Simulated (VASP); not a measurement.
# ZnS: single point with PBEsol+D4

**The experiment to reproduce.**

From “Electronic, vibrational, and thermodynamic properties of ZnS (zincblende and rocksalt structure)”, 2009, arxiv:0911.5022, for a bulk crystal of ZnS at 19 K: band gap 3.85 eV (direct).

Crystal: ZnS.

```xyz
2
Lattice="0.0000 2.6622 2.6622 2.6622 0.0000 2.6622 2.6622 2.6622 0.0000" Properties=species:S:1:pos:R:3 pbc="T T T"
Zn    3.9934    3.9934    3.9934
S     0.0000    0.0000    0.0000
```

- Program: VASP 6.6.1
- Task: single point
- Functional: PBEsol
- Dispersion: D4
- Potentials or basis: VASP PAW PBE potentials, release 64 (Zn, S)
- Cutoff: 520 eV
- k mesh: 9 × 9 × 9
- Occupations: fermi-dirac, width 0.05 eV
- Spin: no spin polarisation

```yaml
Pressure: 0.2 GPa
Band_gap_on_the_k_mesh: 2.17 eV, direct
Dispersion_energy_per_atom: -0.184 eV
```

Levels at points of the mesh, in eV from the valence-band top:
```tsv
k point	band 5	band 6	band 7	band 8	band 9	band 10	band 11	band 12	band 13	band 14
(0.00, 0.00, 0.00)	-6.01	-6.01	0.00	0.00	0.00	2.17	6.27	6.27	6.27	11.79
```

Wall time 23 s on 1 thread of Intel(R) Xeon(R) Platinum 8259CL CPU @ 2.50GHz (Skylake/Cascade Lake), on a shared host, peak memory 0.16 GiB.

Measured gap of ZnS: 3.85 eV (direct; 19 K; quoted in “Electronic, vibrational, and thermodynamic properties of ZnS (zincblende and rocksalt structure)”, 2009, arxiv:0911.5022). This calculation gives 2.17 eV (-1.68 eV). The value is that of PBEsol+D4, without temperature or zero-point motion. Semilocal functionals fall short of measured gaps as a rule.

Caveat: the PAW data sets were made with another functional, which shifts forces and pressure a little.
